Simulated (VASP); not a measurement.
# SnO2 (Cmm2) in VASP: notebook

The runs below take SnO2 through single point, with PBE.

Program: VASP 6.6.1. These are calculated values, not measurements. Logs are shortened: lines on timing, memory, paths and dates and some standing lists are left out, and cuts for length are marked.

**1. The cell of the first run**

Symmetry: Cmm2, No. 35, orthorhombic system. Conventional cell: a = 6.827 Å, b = 6.827 Å, c = 3.238 Å, α = 90.00°, β = 90.00°, γ = 90.00°. Sn (site symmetry mm2) has 6 O at 2.04 to 2.14 Å within 2.7 Å. Sn (site symmetry mm2) has 6 O at 2.09 Å within 2.8 Å. Within 2.8 Å of O (site symmetry m) lie 3 Sn at 2.09 Å and 1 O at 2.64 Å. O (site symmetry m) has 3 Sn at 2.04 to 2.14 Å and 1 O at 2.64 Å within 2.7 Å.

**2. Single point, PBE (atom 1 (Sn) moved +0.062 Å towards its neighbour atom 1 (Sn) at 3.238 Å)**

The input, INCAR:

```
SYSTEM = SnO2
PREC = Accurate
ENCUT = 520
EDIFF = 1E-7
ISMEAR = 0
SIGMA = 0.05
LREAL = .FALSE.
LASPH = .TRUE.
NELM = 100
ALGO = Normal
ISIF = 2
LWAVE = .FALSE.
LCHARG = .FALSE.
GGA = PE
NBANDS = 35
```

The input, KPOINTS:

```
regular mesh
0
G
  6 6 8
  0 0 0
```

The input, POSCAR:

```
SnO2
1.0
    4.8277049966      0.0000000000      0.0000000000
    0.0000000000      4.8277049966      0.0000000000
    0.0000000000      0.0000000000      3.2379909407
Sn O
2 4
Direct
    0.0000000000      0.0000000000     -0.0193020923
    0.5000000000      0.5000000000      0.5000000000
    0.3066050867      0.3066050867      0.0000000000
    0.1933949133      0.8066050867      0.5000000000
    0.6933949133      0.6933949133      0.0000000000
    0.8066050867      0.1933949133      0.5000000000
```

Potentials or basis: VASP PAW PBE potentials, release 64 (Sn_d, O).

Started as:

```sh
> cat potpaw_PBE.64/Sn_d/POTCAR potpaw_PBE.64/O/POTCAR > POTCAR
> mpirun -np 1 vasp_std > vasp.out
```

OUTCAR:

```text
SYSTEM = SnO2
   PREC = Accurate
   ENCUT = 520
   EDIFF = 1E-7
   ISMEAR = 0
   LREAL = .FALSE.
   LASPH = .TRUE.
   NELM = 100
   ISIF = 2
   GGA = PE

 ion  position               nearest neighbor table
   1  0.000  0.000  0.981-   4 2.04   6 2.04   5 2.09   3 2.09   4 2.14   6 2.14   2 3.75   2 3.75
                             2 3.75   2 3.75
   2  0.500  0.500  0.500-   3 2.09   5 2.09   3 2.09   5 2.09   4 2.09   6 2.09   1 3.75   1 3.75
                             1 3.75   1 3.75
   3  0.307  0.307  0.000-   2 2.09   2 2.09   1 2.09
   4  0.193  0.807  0.500-   1 2.04   2 2.09   1 2.14
   5  0.693  0.693  0.000-   2 2.09   2 2.09   1 2.09
   6  0.807  0.193  0.500-   1 2.04   2 2.09   1 2.14

  LATTYP: Found a simple tetragonal cell.
 ALAT       =     4.8277049966
 C/A-ratio  =     0.6707101911

  Lattice vectors:

 A1 = (   4.8277049966,   0.0000000000,   0.0000000000)
 A2 = (   0.0000000000,   4.8277049966,   0.0000000000)
 A3 = (   0.0000000000,   0.0000000000,   3.2379909407)

Analysis of symmetry for initial positions (statically):
=====================================================================
 Subroutine PRICEL returns:
 Original cell was already a primitive cell.

 Routine SETGRP: Setting up the symmetry group for a
 simple tetragonal supercell.

 Subroutine GETGRP returns: Found  4 space group operations
 (whereof  4 operations were pure point group operations)
 out of a pool of 16 trial point group operations.

The static configuration has the point symmetry C_2v.

Analysis of symmetry for dynamics (positions and initial velocities):
=====================================================================
 Subroutine PRICEL returns:
 Original cell was already a primitive cell.

 Routine SETGRP: Setting up the symmetry group for a
 simple tetragonal supercell.

 Subroutine GETGRP returns: Found  4 space group operations
 (whereof  4 operations were pure point group operations)
 out of a pool of 16 trial point group operations.

The dynamic configuration has the point symmetry C_2v.

 Subroutine INISYM returns: Found  4 space group operations
 (whereof  4 operations are pure point group operations),
 and found     1 'primitive' translations

----------------------------------------------------------------------------------------

                                     Primitive cell

  volume of cell :      75.4670

  direct lattice vectors                    reciprocal lattice vectors
     4.827704997  0.000000000  0.000000000     0.207137760  0.000000000  0.000000000
     0.000000000  4.827704997  0.000000000     0.000000000  0.207137760  0.000000000
     0.000000000  0.000000000  3.237990941     0.000000000  0.000000000  0.308833477

  length of vectors
     4.827704997  4.827704997  3.237990941     0.207137760  0.207137760  0.308833477

  position of ions in fractional coordinates (direct lattice)
     0.000000000  0.000000000  0.980697908
     0.500000000  0.500000000  0.500000000
     0.306605087  0.306605087  0.000000000
     0.193394913  0.806605087  0.500000000
     0.693394913  0.693394913  0.000000000
     0.806605087  0.193394913  0.500000000

  ion indices of the primitive-cell ions
   primitive index   ion index
                 1           1
                 2           2
                 3           3
                 4           4
                 5           5
                 6           6

----------------------------------------------------------------------------------------

 KPOINTS: regular mesh

Automatic generation of k-mesh.
 Grid dimensions read from file:
 generate k-points for:    6    6    8

 Generating k-lattice:

  Cartesian coordinates                     Fractional coordinates (reciprocal lattice)
     0.034522960  0.000000000  0.000000000     0.166666667  0.000000000  0.000000000
     0.000000000  0.034522960  0.000000000     0.000000000  0.166666667  0.000000000
     0.000000000  0.000000000  0.038604185     0.000000000  0.000000000  0.125000000

  Length of vectors
     0.034522960  0.034522960  0.038604185

  Shift w.r.t. Gamma in fractional coordinates (k-lattice)
     0.000000000  0.000000000  0.000000000

 Subroutine IBZKPT returns following result:
 ===========================================

 Found     65 irreducible k-points:

 Following reciprocal coordinates:
            Coordinates               Weight
  0.000000  0.000000  0.000000      1.000000
  0.166667  0.000000  0.000000      4.000000
  0.333333  0.000000  0.000000      4.000000
  0.500000  0.000000  0.000000      2.000000
  0.166667  0.166667  0.000000      2.000000
 -0.166667  0.166667  0.000000      2.000000
[... 16 lines left out ...]
  0.333333  0.333333  0.125000      4.000000
 -0.333333  0.333333  0.125000      4.000000
 [... further k-points ...]
   k-points           NKPTS =     65   k-points in BZ     NKDIM =     65   number of bands    NBANDS=     35
   number of dos      NEDOS =    301   number of ions     NIONS =      6
   total plane-waves  NPLWV =  31104
   dimension x,y,z NGX =    36 NGY =   36 NGZ =   24
   dimension x,y,z NGXF=    72 NGYF=   72 NGZF=   48
   ions per type =               2   4
   NGX,Y,Z   is equivalent  to a cutoff of  12.40, 12.40, 12.32 a.u.
   NGXF,Y,Z  is equivalent  to a cutoff of  24.79, 24.79, 24.64 a.u.
 SYSTEM =  SnO2
   PREC   = accura    normal or accurate (medium, high low for compatibility)
   ISTART =      0    job   : 0-new  1-cont  2-samecut
   ICHARG =      2    charge: 1-file 2-atom 10-const
   ISPIN  =      1    spin polarized calculation?
   LNONCOLLINEAR =      F non collinear calculations
   LSORBIT =      F    spin-orbit coupling
   LASPH  =      T    aspherical Exc in radial PAW
   ENCUT  =  520.0 eV  38.22 Ry    6.18 a.u.   8.98  8.98  6.02*2*pi/ulx,y,z
   NELM   =    100;   NELMIN=  2; NELMDL= -5     # of ELM steps
   EDIFF  = 0.1E-06   stopping-criterion for ELM
   LREAL  =      F    real-space projection
   EDIFFG = 0.1E-05   stopping-criterion for IOM
   NSW    =      0    number of steps for IOM
   IBRION =     -1    ionic relax: 0-MD 1-quasi-New 2-CG
   NFREE  =      0    steps in history (QN), initial steepest desc. (CG)
   ISIF   =      2    stress and relaxation
   ISYM   =      2    0-nonsym 1-usesym 2-fastsym
   POTIM  = 0.5000    time-step for ionic-motion
   TEBEG  =    0.0;   TEEND  =   0.0 temperature during run
   PSTRESS=    0.0 pullay stress
   NELECT =      52.0000    total number of electrons
   NUPDOWN=      -1.0000    fix difference up-down
   EMIN   =  10.00;   EMAX   =-10.00  energy-range for DOS
   EFERMI =   0.00;   METHOD = LEGACY
   ISMEAR =     0;   SIGMA  =   0.05  broadening in eV -4-tet -1-fermi 0-gaus
   EFERMI_NEDOS =   21; number of points for ismear=-14 and -15
   IALGO  =     38    algorithm
   IMIX   =      4    mixing-type and parameters
     AMIX     =   0.40;   BMIX     =  1.00
     AMIX_MAG =   1.60;   BMIX_MAG =  1.00
  volume/ion in A,a.u.               =      12.58        84.88
  Fermi-wavevector in a.u.,A,eV,Ry     =   1.445962  2.732472 28.447149  2.090806
  Thomas-Fermi vector in A             =   2.564085
   LORBIT       =      0    0 simple, 1 ext, 2 COOP (PROOUT), +10 PAW based schemes
   GGA     = PE    functional components
   LHFCALC =     F    Hartree Fock is set to
   AEXX    =    0.0000 exact exchange contribution
   IVDW    =     0    specifies the selected vdW correction
   LEPSILON=     F    determine dielectric tensor
   LRPA    =     F    only Hartree local field effects (RPA)
 non-spin polarized calculation
 Gauss-broadening in eV      SIGMA  =   0.05
  energy-cutoff  :      520.00
  volume of cell :       75.47
 maximum number of plane-waves:      2068
   NGX = 17   NGY = 17   NGZ = 13

 number of electron      52.0000002 magnetization

 Free energy of the ion-electron system (eV)
  ---------------------------------------------------
  ext. energy  EPLUGINS =         0.00000000
  ---------------------------------------------------
  free energy    TOTEN  =       -37.27642089 eV

  energy without entropy =      -37.27642089  energy(sigma->0) =      -37.27642089

 E-fermi :   5.7791     XC(G=0): -10.9748

 val. band max:        5.5266904338   @ k =   0.0000   0.0000   0.0000
 cond. band min:       6.1970045719   @ k =   0.0000   0.0000   0.0000
 fundamental gap:      0.6703141381
 Fermi energy:         5.7791150834

 k-point     1 :       0.0000    0.0000    0.0000
  band No.  band energies     occupation
      1     -15.5072      2.00000
      2     -14.8425      2.00000
      3     -14.6470      2.00000
      4     -14.6422      2.00000
      5     -14.6213      2.00000
      6     -14.5523      2.00000
[... 27 lines left out ...]
     34      17.0129      0.00000
     35      17.7666      0.00000

 k-point     2 :       0.1667    0.0000    0.0000
  band No.  band energies     occupation
      1     -15.4700      2.00000
      2     -14.8853      2.00000
      3     -14.6520      2.00000
      4     -14.6385      2.00000
      5     -14.6199      2.00000
      6     -14.5762      2.00000
[... 27 lines left out ...]
     34      17.1146      0.00000
     35      17.7845      0.00000

 k-point     3 :       0.3333    0.0000    0.0000
  band No.  band energies     occupation
      1     -15.3626      2.00000
      2     -15.0196      2.00000
      3     -14.6587      2.00000
      4     -14.6351      2.00000
      5     -14.6169      2.00000
      6     -14.6036      2.00000
[... 27 lines left out ...]
     34      17.4777      0.00000
     35      17.7661      0.00000
[... 723 lines left out ...]
 k-point    23 :       0.3333    0.3333    0.1250
  band No.  band energies     occupation
      1     -15.2657      2.00000
      2     -15.1060      2.00000
      3     -14.7641      2.00000
      4     -14.7342      2.00000
      5     -14.6096      2.00000
      6     -14.5862      2.00000
[... 27 lines left out ...]
     34      17.6130      0.00000
     35      17.7644      0.00000

 k-point    24 :      -0.3333    0.3333    0.1250
  band No.  band energies     occupation
      1     -15.2626      2.00000
      2     -15.1129      2.00000
      3     -14.7491      2.00000
      4     -14.7447      2.00000
      5     -14.6081      2.00000
      6     -14.5878      2.00000
[... 27 lines left out ...]
     34      17.6125      0.00000
     35      17.7646      0.00000

 [... further k-points ...]

------------------------ aborting loop because EDIFF is reached ----------------------------------------

  FORCE on cell =-STRESS in cart. coord.  units (eV):
  Direction    XX          YY          ZZ          XY          YZ          ZX
  --------------------------------------------------------------------------------------
  -------------------------------------------------------------------------------------
  Total        0.3356299      0.3356299      0.5785294     -0.1201621      0.0000000      0.0000000
  in kB        7.1254811      7.1254811     12.2822778     -2.5510628      0.0000000      0.0000000
  external PRESSURE =       8.8444134 kB  Pullay stress =       0.0000000 kB

 VOLUME and BASIS-vectors are now :
 -----------------------------------------------------------------------------
  energy-cutoff  :      520.00
  volume of cell :       75.47
      direct lattice vectors                 reciprocal lattice vectors
     4.827704997  0.000000000  0.000000000     0.207137760  0.000000000  0.000000000
     0.000000000  4.827704997  0.000000000     0.000000000  0.207137760  0.000000000
     0.000000000  0.000000000  3.237990941     0.000000000  0.000000000  0.308833477

 POSITION                                       TOTAL-FORCE (eV/Angst)
 -----------------------------------------------------------------------------------
      0.00000      0.00000      3.17549         0.000000      0.000000      1.110991
      2.41385      2.41385      1.61900         0.000000      0.000000     -0.004248
      1.48020      1.48020      0.00000        -0.019626     -0.019626     -0.025359
      0.93365      3.89405      1.61900         0.072169     -0.072169     -0.528013
      3.34751      3.34751      0.00000         0.019626      0.019626     -0.025359
      3.89405      0.93365      1.61900        -0.072169      0.072169     -0.528013
 -----------------------------------------------------------------------------------
    total drift:                                0.000000      0.000000     -0.000133

  FREE ENERGIE OF THE ION-ELECTRON SYSTEM (eV)
  ---------------------------------------------------
  free  energy   TOTEN  =       -37.2764208931 eV

  energy  without entropy=      -37.2764208931  energy(sigma->0) =      -37.27642089
```

Wall time 3.1 min (1 thread of Intel Xeon 8259CL, shared host); peak memory 0.27 GiB.

What came out:

```yaml
Free_energy: -37.2764 eV
Pressure: 0.9 GPa
Largest_force: 1.111 eV/Å
Band_gap_on_the_k_mesh: 0.67 eV
```

Forces in eV/Å, atoms in the order of the input:
```
Sn   0.000  0.000  1.111
Sn   0.000  0.000 -0.004
O   -0.020 -0.020 -0.025
O    0.072 -0.072 -0.528
O    0.020  0.020 -0.025
O   -0.072  0.072 -0.528
```

Stress tensor (GPa, compression positive):
```
 0.71 -0.26  0.00
-0.26  0.71  0.00
 0.00  0.00  1.23
```

Levels at points of the mesh, in eV from the valence-band top:
```
           k point  band 22  band 23  band 24  band 25  band 26  band 27  band 28  band 29  band 30  band 31
(0.00, 0.00, 0.00)    -1.26    -1.25    -0.74    -0.74     0.00     0.67     5.67     6.06     6.09    10.10
(0.50, 0.00, 0.00)    -1.89    -1.21    -1.20    -0.61    -0.60     3.87     3.88     6.80     6.83    10.38
(0.50, 0.50, 0.00)    -1.87    -1.32    -1.32    -0.86    -0.85     4.25     4.27     7.15     7.17    10.48
(0.00, 0.00, 0.50)    -2.56    -1.53    -1.52    -1.19    -1.18     5.57     5.59     9.34     9.39    10.27
(0.50, 0.00, 0.50)    -1.66    -1.02    -1.01    -0.75    -0.75     5.84     5.85     7.61     7.61    10.58
(0.50, 0.50, 0.50)    -2.40    -0.92    -0.91    -0.78    -0.77     4.35     4.36     8.61     8.62    10.57
```

Caveat: the cell differs from its parent crystal (atom 1 (Sn) moved +0.062 Å towards its neighbour atom 1 (Sn) at 3.238 Å); spin-orbit coupling is left out, which moves the levels of the heavy elements; forces of over 1 eV/Å act on the atoms, so gaps and moduli don't describe the material at rest.

(Part 1 of 2 ends here.)
